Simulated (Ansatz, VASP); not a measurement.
# Two plane-wave programs on CrPb

```
Cr Pb
1.0
     3.48585    0.00000    0.00000
     0.00000    3.48585    0.00000
     0.00000    0.00000    3.48585
Cr Pb
1 1
Cartesian
  0.0000 0.0000 0.0000
  1.7429 1.7429 1.7429
```

Alike in both runs: task single point; functional PBEsol; k mesh 12 × 12 × 12; occupations gaussian, width 0.1 eV; collinear spin.

|  | VASP | Ansatz |
| --- | --- | --- |
| version | VASP 6.6.1 | Ansatz 0.2.0 |
| potentials or method | VASP PAW PBE potentials, release 64 (Cr_pv, Pb_d), cutoff 520 eV | scalar-relativistic, plane waves, PAW |
| valence electrons in the cell | 26 | 28 |

```tsv
	VASP	Ansatz	Ansatz less VASP
gap on the k mesh at the Fermi level (eV)	none	none	-
pressure (GPa)	0.0	0.0	+0.03
net moment per atom (μB)	2.01	2.01	-0.002
size of the moment on the site where the two differ most (μB)	3.68	3.77	+0.091
```

VASP's potentials were made for PBE, not for PBEsol. Site moments also hang on the region over which each program counts them. A gap of «none» marks a metal or a gap that the smearing closes. VASP's potentials hold 26 valence electrons a cell and Ansatz's 28, so a difference there can come from the potentials and not from the codes.

Spin-orbit coupling is off throughout.
